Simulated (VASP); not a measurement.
The system is HfN.

```
CELL_PARAMETERS angstrom
0.00000 2.45482 2.45482
2.45482 0.00000 2.45482
2.45482 2.45482 0.00000
ATOMIC_POSITIONS crystal
Hf 0.00000 0.00000 0.00000
N 0.75000 0.75000 0.75000
```

* Program: VASP 6.6.1
* Task: relaxation of cell and atoms
* Functional: PBEsol
* Potentials or basis: VASP PAW PBE potentials, release 64 (Hf_pv, N)
* Cutoff: 600 eV
* k mesh: 9 × 9 × 9
* Occupations: methfessel-paxton, width 0.1 eV
* Spin: no spin polarisation

At the start: pressure -6.0 GPa; volume 14.79 Å³/atom.

Question: How do energy, volume and symmetry change on relaxing?

Answer: Over 3 steps the energy falls by 8.7 meV/atom and the volume is 14.35 Å³/atom (-3.0 %); space group F-43m (No. 216, to 0.05 Å).

The path:
```csv
step,energy change (eV),largest force (eV/Å),pressure (GPa),volume (Å³)
1,0.0000,0.0000,-6.00,29.59
2,0.0309,0.0000,11.61,27.28
3,-0.0175,0.0000,-0.07,28.69
```

Final structure:
```
Hf N
1.0
     0.00000    2.42978    2.42978
     2.42978    0.00000    2.42978
     2.42978    2.42978    0.00000
Hf N
1 1
Direct
  0.00000 0.00000 0.00000
  0.75000 0.75000 0.75000
```

Caveat: the PAW data sets were made with another functional, which shifts forces and pressure a little.
